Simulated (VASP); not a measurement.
TiB2: single point with PBE

TiB2:

```xyz
3
Lattice="0.0000 2.5483 2.5483 2.5483 0.0000 2.5483 2.5483 2.5483 0.0000" Properties=species:S:1:pos:R:3 pbc="T T T"
Ti    0.0000    0.0000    0.0000
B     1.2741    1.2741    1.2741
B     3.8224    3.8224    3.8224
```

```
Program             : VASP 6.6.1
Task                : single point
Functional          : PBE
Potentials or basis : VASP PAW PBE potentials, release 64 (Ti_sv, B)
Cutoff              : 500 eV
k mesh              : 16 × 16 × 16
Occupations         : gaussian, width 0.1 eV
Spin                : no spin polarisation
```

* Pressure: -0.1 GPa
* Band gap on the k mesh: zero (bands 9 and 10 overlap by 1.85 eV)

Levels at points of the mesh, in eV from the Fermi level:
| k point | band 5 | band 6 | band 7 | band 8 | band 9 | band 10 | band 11 | band 12 | band 13 | band 14 |
| --- | --- | --- | --- | --- | --- | --- | --- | --- | --- | --- |
| (0.00, 0.00, 0.00) | -10.72 | -3.34 | -3.34 | -3.34 | 0.95 | 1.27 | 1.27 | 5.10 | 5.10 | 5.10 |
| (0.50, 0.00, 0.00) | -7.81 | -6.75 | -2.41 | -2.41 | 0.79 | 1.59 | 1.59 | 1.74 | 1.74 | 3.20 |
| (0.50, 0.50, 0.00) | -6.35 | -5.44 | -5.43 | -1.67 | -1.67 | 0.69 | 0.69 | 2.13 | 2.30 | 6.65 |

Wall time 68 s on 1 thread of Intel(R) Xeon(R) Platinum 8259CL CPU @ 2.50GHz (Skylake/Cascade Lake), on a shared host, peak memory 0.21 GiB.
